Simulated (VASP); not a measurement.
# C in VASP: notebook

C is run at these levels: PBE-based screened hybrid, PBE, PBEsol; tasks: single point.

Everything below comes from runs of VASP 6.6.1. Logs are shortened: lines on timing, memory, paths and dates and some standing lists are left out, and cuts for length are marked.

## (1) The cell of the first run

The cell holds a slab with vacuum, 2 atoms: a = 2.456 Å, b = 2.456 Å, c = 8.524 Å, α = 90.00°, β = 90.00°, γ = 120.00°.

## (2) Single point, PBE-based screened hybrid

Contents of POSCAR:

```
C
1.0
    2.4561701622      0.0000000000      0.0000000000
   -1.2280850811      2.1271057565      0.0000000000
    0.0000000000      0.0000000000      8.5238033600
C
2
Direct
    0.6666666667      0.3333333333      0.0000000000
    0.3333333333      0.6666666667      0.0000000000
```

Contents of INCAR.step1:

```
PREC = Accurate
ENCUT = 520
EDIFF = 1E-5
ISMEAR = -1
SIGMA = 0.05
LREAL = False
LASPH = True
NELM = 60
ALGO = Normal
ISIF = 2
LWAVE = True
NBANDS = 11
GGA = PE
```

Contents of INCAR.step2:

```
PREC = Accurate
ENCUT = 520
EDIFF = 1E-7
ISMEAR = -1
SIGMA = 0.05
LREAL = False
LASPH = True
NELM = 60
ALGO = Normal
ISIF = 2
LWAVE = False
LCHARG = True
GGA = PE
LHFCALC = True
AEXX = 0.25
HFSCREEN = 0.1
PRECFOCK = Normal
LELF = True
LVHAR = True
NBANDS = 11
ISTART = 1
```

Contents of KPOINTS:

```
Automatic mesh
0
Gamma
  6 6 2
```

Potentials or basis: VASP PAW PBE potentials, release 64 (C).

Started as:

```
> cat potpaw_PBE.64/C/POTCAR > POTCAR
> cp INCAR.step1 INCAR
> mpirun -np 1 vasp_std > vasp.out
> cp INCAR.step2 INCAR
> mpirun -np 1 vasp_std > vasp.out
```

OUTCAR:

```text
PREC = Accurate
   ENCUT = 520
   EDIFF = 1E-7
   ISMEAR = -1
   LREAL = False
   LASPH = True
   NELM = 60
   ISIF = 2
   GGA = PE
   LHFCALC = True
   AEXX = 0.25
   HFSCREEN = 0.1
   PRECFOCK = Normal
   ISTART = 1

 ion  position               nearest neighbor table
   1  0.667  0.333  0.000-   2 1.42   2 1.42   2 1.42
   2  0.333  0.667  0.000-   1 1.42   1 1.42   1 1.42

  LATTYP: Found a hexagonal cell.
 ALAT       =     2.4561701622
 C/A-ratio  =     3.4703635323

  Lattice vectors:

 A1 = (   2.4561701622,   0.0000000000,   0.0000000000)
 A2 = (  -1.2280850811,   2.1271057565,   0.0000000000)
 A3 = (   0.0000000000,   0.0000000000,   8.5238033600)

Analysis of symmetry for initial positions (statically):
=====================================================================
 Subroutine PRICEL returns:
 Original cell was already a primitive cell.

 Routine SETGRP: Setting up the symmetry group for a
 hexagonal supercell.

 Subroutine GETGRP returns: Found 24 space group operations
 (whereof 24 operations were pure point group operations)
 out of a pool of 24 trial point group operations.

The static configuration has the point symmetry D_6h.

Analysis of symmetry for dynamics (positions and initial velocities):
=====================================================================
 Subroutine PRICEL returns:
 Original cell was already a primitive cell.

 Routine SETGRP: Setting up the symmetry group for a
 hexagonal supercell.

 Subroutine GETGRP returns: Found 24 space group operations
 (whereof 24 operations were pure point group operations)
 out of a pool of 24 trial point group operations.

The dynamic configuration has the point symmetry D_6h.

 Subroutine INISYM returns: Found 24 space group operations
 (whereof 24 operations are pure point group operations),
 and found     1 'primitive' translations

----------------------------------------------------------------------------------------

                                     Primitive cell

  volume of cell :      44.5329

  direct lattice vectors                    reciprocal lattice vectors
     2.456170162  0.000000000  0.000000000     0.407137916  0.235061185  0.000000000
    -1.228085081  2.127105756  0.000000000     0.000000000  0.470122370  0.000000000
     0.000000000  0.000000000  8.523803360     0.000000000  0.000000000  0.117318521

  length of vectors
     2.456170162  2.456170162  8.523803360     0.470122370  0.470122370  0.117318521

  position of ions in fractional coordinates (direct lattice)
     0.666666667  0.333333333  0.000000000
     0.333333333  0.666666667  0.000000000

  ion indices of the primitive-cell ions
   primitive index   ion index
                 1           1
                 2           2

----------------------------------------------------------------------------------------

 KPOINTS: Automatic mesh

Automatic generation of k-mesh.
 Grid dimensions read from file:
 generate k-points for:    6    6    2

 Generating k-lattice:

  Cartesian coordinates                     Fractional coordinates (reciprocal lattice)
     0.067856319  0.039176864  0.000000000     0.166666667 -0.000000000  0.000000000
     0.000000000  0.078353728  0.000000000     0.000000000  0.166666667  0.000000000
     0.000000000  0.000000000  0.058659260     0.000000000  0.000000000  0.500000000

  Length of vectors
     0.078353728  0.078353728  0.058659260

  Shift w.r.t. Gamma in fractional coordinates (k-lattice)
     0.000000000  0.000000000  0.000000000

 Subroutine IBZKPT returns following result:
 ===========================================

 Found     14 irreducible k-points:

 Following reciprocal coordinates:
            Coordinates               Weight
  0.000000  0.000000  0.000000      1.000000
  0.166667 -0.000000  0.000000      6.000000
  0.333333 -0.000000  0.000000      6.000000
  0.500000 -0.000000  0.000000      3.000000
  0.166667  0.166667  0.000000      6.000000
  0.333333  0.166667  0.000000     12.000000
  0.333333  0.333333  0.000000      2.000000
  0.000000  0.000000  0.500000      1.000000
  0.166667 -0.000000  0.500000      6.000000
  0.333333 -0.000000  0.500000      6.000000
  0.500000 -0.000000  0.500000      3.000000
  0.166667  0.166667  0.500000      6.000000
  0.333333  0.166667  0.500000     12.000000
  0.333333  0.333333  0.500000      2.000000
   k-points           NKPTS =     14   k-points in BZ     NKDIM =     72   number of bands    NBANDS=     11
   number of dos      NEDOS =    301   number of ions     NIONS =      2
   total plane-waves  NPLWV =  20736
   dimension x,y,z NGX =    18 NGY =   18 NGZ =   64
   dimension x,y,z NGXF=    36 NGYF=   36 NGZF=  128
   ions per type =               2
   NGX,Y,Z   is equivalent  to a cutoff of  12.18, 12.18, 12.48 a.u.
   NGXF,Y,Z  is equivalent  to a cutoff of  24.37, 24.37, 24.96 a.u.
 SYSTEM =  unknown system
   PREC   = accura    normal or accurate (medium, high low for compatibility)
   ISTART =      1    job   : 0-new  1-cont  2-samecut
   ICHARG =      0    charge: 1-file 2-atom 10-const
   ISPIN  =      1    spin polarized calculation?
   LNONCOLLINEAR =      F non collinear calculations
   LSORBIT =      F    spin-orbit coupling
   LASPH  =      T    aspherical Exc in radial PAW
   ENCUT  =  520.0 eV  38.22 Ry    6.18 a.u.   4.57  4.57 15.85*2*pi/ulx,y,z
   NELM   =     60;   NELMIN=  2; NELMDL=  0     # of ELM steps
   EDIFF  = 0.1E-06   stopping-criterion for ELM
   LREAL  =      F    real-space projection
   EDIFFG = 0.1E-05   stopping-criterion for IOM
   NSW    =      0    number of steps for IOM
   IBRION =     -1    ionic relax: 0-MD 1-quasi-New 2-CG
   NFREE  =      0    steps in history (QN), initial steepest desc. (CG)
   ISIF   =      2    stress and relaxation
   ISYM   =      3    0-nonsym 1-usesym 2-fastsym
   POTIM  = 0.5000    time-step for ionic-motion
   TEBEG  =    0.0;   TEEND  =   0.0 temperature during run
   PSTRESS=    0.0 pullay stress
   NELECT =       8.0000    total number of electrons
   NUPDOWN=      -1.0000    fix difference up-down
   EMIN   =  10.00;   EMAX   =-10.00  energy-range for DOS
   EFERMI =   0.00;   METHOD = LEGACY
   ISMEAR =    -1;   SIGMA  =   0.05  broadening in eV -4-tet -1-fermi 0-gaus
   EFERMI_NEDOS =   21; number of points for ismear=-14 and -15
   IALGO  =     38    algorithm
   IMIX   =      1    mixing-type and parameters
     AMIX     =   0.40;   BMIX     =  1.00
     AMIX_MAG =   1.60;   BMIX_MAG =  1.00
  volume/ion in A,a.u.               =      22.27       150.26
  Fermi-wavevector in a.u.,A,eV,Ry     =   0.923729  1.745594 11.609511  0.853275
  Thomas-Fermi vector in A             =   2.049397
   LORBIT       =      0    0 simple, 1 ext, 2 COOP (PROOUT), +10 PAW based schemes
   GGA     = PE    functional components
   LHFCALC =     T    Hartree Fock is set to
   PRECFOCK=normal    Normal, Fast or Accurate (Low or Medium for compatibility)
   ENCUT4O =  -1.0   cutoff for four orbital integrals eV
   NKREDX  =     1    reduce k-point grid by
   NKREDY  =     1    reduce k-point grid by
   NKREDZ  =     1    reduce k-point grid by
   AEXX    =    0.2500 exact exchange contribution
   HFSCREEN=    0.1000 screening length (either q_TF or 0.3 A-1)
   HFSCREENC=   0.1000 screening length for correlation (either q_TF or 0.3 A-1)
   ENCUTFOCK=  -1.0 apply spherical cutoff to Coloumb kernel
   IVDW    =     0    specifies the selected vdW correction
   LEPSILON=     F    determine dielectric tensor
   LRPA    =     F    only Hartree local field effects (RPA)
 non-spin polarized calculation
  energy-cutoff  :      520.00
  volume of cell :       44.53
 maximum number of plane-waves:      1221
  NGX = 14; NGY = 14; NGZ = 48

 number of electron       7.9999997 magnetization

 Free energy of the ion-electron system (eV)
  ---------------------------------------------------
  ext. energy  EPLUGINS =         0.00000000
  ---------------------------------------------------
  free energy    TOTEN  =       -21.65005877 eV

  energy without entropy =      -21.64235717  energy(sigma->0) =      -21.64620797

 E-fermi :  -0.7331     XC(G=0):  -3.9705

 val. band max:       -0.7332082261   @ k =   0.3333   0.3333   0.0000
 cond. band min:      -0.7329893928   @ k =   0.3333   0.3333   0.5000
 fundamental gap:      0.0002188333
 Fermi energy:        -0.7330988084

 k-point     1 :       0.0000    0.0000    0.0000
  band No.  band energies     occupation
      1     -23.1267      2.00000
      2      -9.8985      2.00000
      3      -4.9491      2.00000
      4      -4.9491      2.00000
      5       2.6818      0.00000
      6       5.0425      0.00000
      7       6.7930      0.00000
      8       8.7654      0.00000
      9       8.7654      0.00000
     10      12.6920      0.00000
     11      13.5066      0.00000

 k-point     2 :       0.1667   -0.0000    0.0000
  band No.  band energies     occupation
      1     -22.4077      2.00000
      2      -9.0151      2.00000
      3      -7.4545      2.00000
      4      -6.1811      2.00000
      5       3.5902      0.00000
      6       5.9279      0.00000
      7       7.6566      0.00000
      8       8.7669      0.00000
      9      10.3144      0.00000
     10      11.5142      0.00000
     11      14.3727      0.00000

 k-point     3 :       0.3333   -0.0000    0.0000
  band No.  band energies     occupation
      1     -20.2849      2.00000
      2     -12.2059      2.00000
      3      -7.9569      2.00000
      4      -6.4611      2.00000
      5       5.2196      0.00000
      6       6.3094      0.00000
      7       8.0628      0.00000
      8       8.6217      0.00000
      9      10.3567      0.00000
     10      16.1300      0.00000
     11      16.2273      0.00000
[... 127 lines left out ...]
 k-point    13 :       0.3333    0.1667    0.5000
  band No.  band energies     occupation
      1     -18.2531      2.00000
      2     -14.1673      2.00000
      3     -10.4334      2.00000
      4      -4.1270      2.00000
      5       2.4660      0.00000
      6       9.6623      0.00000
      7       9.6976      0.00000
      8      10.5614      0.00000
      9      12.9037      0.00000
     10      14.2415      0.00000
     11      15.2233      0.00000

 k-point    14 :       0.3333    0.3333    0.5000
  band No.  band energies     occupation
      1     -15.5131      2.00000
      2     -15.5131      2.00000
      3     -13.1608      2.00000
      4      -0.7334      1.00343
      5      -0.7330      0.99891
      6      10.5543      0.00000
      7      13.2862      0.00000
      8      13.2862      0.00000
      9      13.6831      0.00000
     10      14.3833      0.00000
     11      14.3833      0.00000

------------------------ aborting loop because EDIFF is reached ----------------------------------------

  FORCE on cell =-STRESS in cart. coord.  units (eV):
  Direction    XX          YY          ZZ          XY          YZ          ZX
  --------------------------------------------------------------------------------------
  -------------------------------------------------------------------------------------
  Total       -0.2294663     -0.2294663     -0.0252997      0.0000000      0.0000000      0.0000000
  in kB       -8.2555970     -8.2555970     -0.9102179      0.0000000      0.0000000      0.0000000
  external PRESSURE =      -5.8071373 kB  Pullay stress =       0.0000000 kB

 VOLUME and BASIS-vectors are now :
 -----------------------------------------------------------------------------
  energy-cutoff  :      520.00
  volume of cell :       44.53
      direct lattice vectors                 reciprocal lattice vectors
     2.456170162  0.000000000  0.000000000     0.407137916  0.235061185  0.000000000
    -1.228085081  2.127105756  0.000000000     0.000000000  0.470122370  0.000000000
     0.000000000  0.000000000  8.523803360     0.000000000  0.000000000  0.117318521

 POSITION                                       TOTAL-FORCE (eV/Angst)
 -----------------------------------------------------------------------------------
      1.22809      0.70904      0.00000        -0.000000     -0.000000      0.000000
     -0.00000      1.41807      0.00000         0.000000      0.000000      0.000000
 -----------------------------------------------------------------------------------
    total drift:                                0.000000      0.000000      0.000000

  FREE ENERGIE OF THE ION-ELECTRON SYSTEM (eV)
  ---------------------------------------------------
  free  energy   TOTEN  =       -21.6500587733 eV

  energy  without entropy=      -21.6423571739  energy(sigma->0) =      -21.64620797
```

It took 1.9 min on 1 thread of Intel Xeon Platinum 8375C at 2.90GHz (Ice Lake), shared host; peak memory 0.24 GiB.

Results:

```
Free energy            : -21.6501 eV
Band gap on the k mesh : zero (filled and empty bands touch)
```

Levels at points of the mesh, in eV from the Fermi level:
```tsv
k point	band 1	band 2	band 3	band 4	band 5	band 6	band 7	band 8
(0.00, 0.00, 0.00)	-22.39	-9.17	-4.22	-4.22	3.41	5.78	7.53	9.50
(0.50, 0.00, 0.00)	-16.65	-15.42	-7.92	-3.10	2.24	8.45	11.48	11.60
(0.00, 0.00, 0.50)	-22.39	-9.17	-4.22	-4.22	4.18	4.20	9.50	9.50
(0.50, 0.00, 0.50)	-16.65	-15.42	-7.92	-3.10	2.24	8.45	12.07	12.25
```

Caveat: the k points lie up to 0.49 Å⁻¹ apart; the PAW data sets were made with another functional, which shifts forces and pressure a little.

## (3) Single point, PBE

This run uses another cell than the first one, of 24.08 Å³/atom, 1.082 times its volume.

Contents of INCAR:

```
ALGO = Normal ; EDIFF = 1E-7
ENCUT = 520 ; GGA = PE
ISIF = 2 ; ISMEAR = -1
LASPH = True ; LCHARG = False
LREAL = False ; LWAVE = False
NBANDS = 11 ; NELM = 100
PREC = Accurate ; SIGMA = 0.05
```

Contents of KPOINTS:

```
k-points
0
Gamma
  12 12 3
```

Contents of POSCAR:

```
C
1.0
    2.5544169687      0.0000000000      0.0000000000
   -1.2772084843      2.2121899868      0.0000000000
    0.0000000000      0.0000000000      8.5238033600
C
2
Direct
    0.6666666667      0.3333333333      0.0000000000
    0.3333333333      0.6666666667      0.0000000000
```

Potentials or basis: VASP PAW PBE potentials, release 64 (C).

Started as:

```
> cat potpaw_PBE.64/C/POTCAR > POTCAR
> mpirun -np 1 vasp_std > vasp.out
```

It took 11 s on 1 thread of AMD EPYC 9R45 (Zen 5), shared host; peak memory 0.13 GiB.

The run converged. Its results:

```yaml
Free_energy: -18.2942 eV
Band_gap_on_the_k_mesh: zero (filled and empty bands touch)
```

Levels at points of the mesh, in eV from the Fermi level:
```csv
k point,band 2,band 3,band 4,band 5,band 6,band 7
"(0.00, 0.00, 0.00)",-6.93,-3.07,-3.07,3.29,5.61,7.33
"(0.50, 0.00, 0.00)",-12.59,-6.13,-2.16,1.62,6.36,10.64
```

## (4) Single point, PBEsol (volume scaled by 1.04)

Contents of INCAR:

```
SYSTEM = C
  PREC = Accurate
  ENCUT = 520
  EDIFF = 1E-7
  ISMEAR = -1
  SIGMA = 0.05
  LREAL = .False.
  LASPH = .True.
  NELM = 100
  ALGO = Normal
  ISIF = 2
  LWAVE = .False.
  LCHARG = .False.
  GGA = PS
  NBANDS = 11
```

Contents of KPOINTS:

```
regular mesh
0
Gamma
  12 12 3
  0 0 0
```

Contents of POSCAR:

```
C
1.0
    2.4884918972      0.0000000000      0.0000000000
   -1.2442459486      2.1550972001      0.0000000000
    0.0000000000      0.0000000000      8.6359715305
C
2
Direct
    0.6666666667      0.3333333333      0.0000000000
    0.3333333333      0.6666666667      0.0000000000
```

Started as:

```
> cat potpaw_PBE.64/C/POTCAR > POTCAR
> mpirun -np 1 vasp_std > vasp.out
```

It took 28 s on 1 thread of Intel Xeon Platinum 8259CL at 2.50GHz (Skylake/Cascade Lake), shared host; peak memory 0.16 GiB.

The run converged. Its results:

```
Free energy            : -19.2619 eV
Band gap on the k mesh : zero (filled and empty bands touch)
```

Levels at points of the mesh, in eV from the Fermi level:
| k point | band 1 | band 2 | band 3 | band 4 | band 5 | band 6 | band 7 | band 8 | band 9 |
| --- | --- | --- | --- | --- | --- | --- | --- | --- | --- |
| (0.00, 0.00, 0.00) | -19.27 | -7.47 | -3.02 | -3.02 | 3.23 | 5.52 | 7.04 | 8.10 | 8.10 |
| (0.50, 0.00, 0.00) | -14.12 | -13.07 | -6.33 | -2.31 | 1.64 | 7.08 | 10.97 | 11.10 | 12.57 |

Caveat: the cell differs from its parent crystal (volume scaled by 1.04); the PAW data sets were made with another functional, which shifts forces and pressure a little.

## (5) Single point, PBEsol (volume scaled by 1.06)

Contents of INCAR:

```
PREC = Accurate
ENCUT = 520
EDIFF = 1E-6
ISMEAR = -1
SIGMA = 0.05
LREAL = F
LASPH = T
NELM = 100
ALGO = Normal
ISIF = 2
LWAVE = F
LCHARG = F
GGA = PS
NBANDS = 11
```

Contents of KPOINTS:

```
Automatic mesh
0
Gamma
  12 12 3
```

Contents of POSCAR:

```
C
1.0
    2.5043425914      0.0000000000      0.0000000000
   -1.2521712957      2.1688243040      0.0000000000
    0.0000000000      0.0000000000      8.6909792017
C
2
Direct
    0.6666666667      0.3333333333      0.0000000000
    0.3333333333      0.6666666667      0.0000000000
```

Started as:

```
> cat potpaw_PBE.64/C/POTCAR > POTCAR
> mpirun -np 1 vasp_std > vasp.out
```

Wall time 36 s (1 thread of Intel Xeon Platinum 8259CL at 2.50GHz (Skylake/Cascade Lake), shared host); peak memory 0.16 GiB.

The run converged. Its results:

| Item | Value |
| --- | --- |
| Free energy | -19.2378 eV |
| Band gap on the k mesh | zero (filled and empty bands touch) |

Levels at points of the mesh, in eV from the Fermi level:
```tsv
k point	band 1	band 2	band 3	band 4	band 5	band 6	band 7	band 8
(0.00, 0.00, 0.00)	-19.12	-7.34	-3.02	-3.02	3.29	5.55	7.04	7.98
(0.50, 0.00, 0.00)	-14.05	-12.95	-6.28	-2.27	1.63	6.89	10.93	11.06
```

Caveat: the cell differs from its parent crystal (volume scaled by 1.06); the PAW data sets were made with another functional, which shifts forces and pressure a little.

## (6) Summary

```csv
level,cell,k mesh,grid for exact exchange (PRECFOCK),share of exact exchange,screening parameter,gap on the mesh (eV)
PBE-based screened hybrid,"a = 2.456, b = 2.456, c = 8.524 Å, angles 90.0, 90.0, 120.0°, 2 atoms",6 × 6 × 2,Normal,0.25,0.1 1/Å,none
PBE,"a = 2.554, b = 2.554, c = 8.524 Å, angles 90.0, 90.0, 120.0°, 2 atoms",12 × 12 × 3,-,-,-,none
PBEsol,"a = 2.488, b = 2.488, c = 8.636 Å, angles 90.0, 90.0, 120.0°, 2 atoms",12 × 12 × 3,-,-,-,none
PBEsol,"a = 2.504, b = 2.504, c = 8.691 Å, angles 90.0, 90.0, 120.0°, 2 atoms",12 × 12 × 3,-,-,-,none
```

Alike in all rows: task single point; potentials or basis VASP PAW PBE potentials, release 64 (C); no spin polarisation; cutoff (eV) 520; smearing fermi-dirac 0.05 eV.

Caveats: some runs use coarse meshes; the PAW data sets were made with another functional, which shifts forces and pressure a little (some runs).

Total energies depend on the potentials used, so only differences within one code and one set of settings carry meaning.
